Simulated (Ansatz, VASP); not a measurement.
**Cl in VASP and in Ansatz**

Contents of INCAR:

```
SYSTEM = Cl
  ALGO = Normal
  EDIFF = 1E-6
  ENCUT = 500
  GGA = PS
  GGA_COMPAT = .False.
  ISIF = 2
  ISMEAR = 0
  LASPH = .True.
  LCHARG = .True.
  LELF = .True.
  LREAL = .False.
  LVHAR = .True.
  LWAVE = .False.
  NBANDS = 54
  NELM = 120
  PREC = Accurate
  SIGMA = 0.1
```

File KPOINTS:

```
k-points
0
Gamma
  3 3 3
  0 0 0
```

POSCAR

```
Cl
1.0
    3.9471627711      2.2788954885      6.7314999233
   -3.9471627711      2.2788954885      6.7314999233
    0.0000000000     -4.5577909767      6.7314999233
Cl
12
Direct
    0.0101900000      0.6536100000      0.0101900000
    0.0101900000      0.0101900000      0.6536100000
    0.6536100000      0.0101900000      0.0101900000
    0.9898100000      0.3463900000      0.9898100000
    0.3463900000      0.9898100000      0.9898100000
    0.9898100000      0.9898100000      0.3463900000
    0.2211800000      0.6306000000      0.2211800000
    0.2211800000      0.2211800000      0.6306000000
    0.6306000000      0.2211800000      0.2211800000
    0.7788200000      0.3694000000      0.7788200000
    0.3694000000      0.7788200000      0.7788200000
    0.7788200000      0.7788200000      0.3694000000
```

Input for Ansatz:

```yaml
crystal:
  lattice:
    - [3.9471627711, 2.2788954885, 6.7314999233]
    - [-3.9471627711, 2.2788954885, 6.7314999233]
    - [0.0, -4.5577909767, 6.7314999233]
  atoms:
    - { symbol: Cl, position: [0.01019, 0.65361, 0.01019] }
    - { symbol: Cl, position: [0.01019, 0.01019, 0.65361] }
    - { symbol: Cl, position: [0.65361, 0.01019, 0.01019] }
    - { symbol: Cl, position: [0.98981, 0.34639, 0.98981] }
    - { symbol: Cl, position: [0.34639, 0.98981, 0.98981] }
    - { symbol: Cl, position: [0.98981, 0.98981, 0.34639] }
    - { symbol: Cl, position: [0.22118, 0.6306, 0.22118] }
    - { symbol: Cl, position: [0.22118, 0.22118, 0.6306] }
    - { symbol: Cl, position: [0.6306, 0.22118, 0.22118] }
    - { symbol: Cl, position: [0.77882, 0.3694, 0.77882] }
    - { symbol: Cl, position: [0.3694, 0.77882, 0.77882] }
    - { symbol: Cl, position: [0.77882, 0.77882, 0.3694] }
basis:
  ecutwfc: 420
kpoints:
  mp_grid: { grid: [3, 3, 3] }
hamiltonian:
  xc: pbesol
scf:
  occupations: { method: gaussian, width: 0.1 }
  lower_state_search: "off"
output:
  forces: true
  stress: true
  eigenvalues: true
```

Alike in both runs: task single point; functional PBEsol; k mesh 3 × 3 × 3; occupations gaussian, width 0.1 eV; no spin polarisation.

```csv
,VASP,Ansatz
version,VASP 6.6.1,Ansatz 0.2.0
potentials or method,"VASP PAW PBE potentials, release 64 (Cl), cutoff 500 eV","scalar-relativistic, plane waves, PAW"
valence electrons in the cell,84,84
```

Ansatz gave:

| Item | Value |
| --- | --- |
| gap on the k mesh at the Fermi level (eV) | none |
| pressure (GPa) | -1.4 |
| traceless stress, the component that is largest in VASP (GPa) | -1.20 |
| rms of the force components (eV/Å) | 0.553 |

Problem. Which values does VASP return?

Solution. gap on the k mesh at the Fermi level (eV): none; pressure (GPa): -1.5; traceless stress, the component that is largest in VASP (GPa): -1.21; rms of the force components (eV/Å): 0.556.

VASP's potentials were made for PBE, not for PBEsol. Atom by atom the forces differ by 0.003 eV/Å (rms over components). A gap of «none» marks a metal or a gap that the smearing closes.
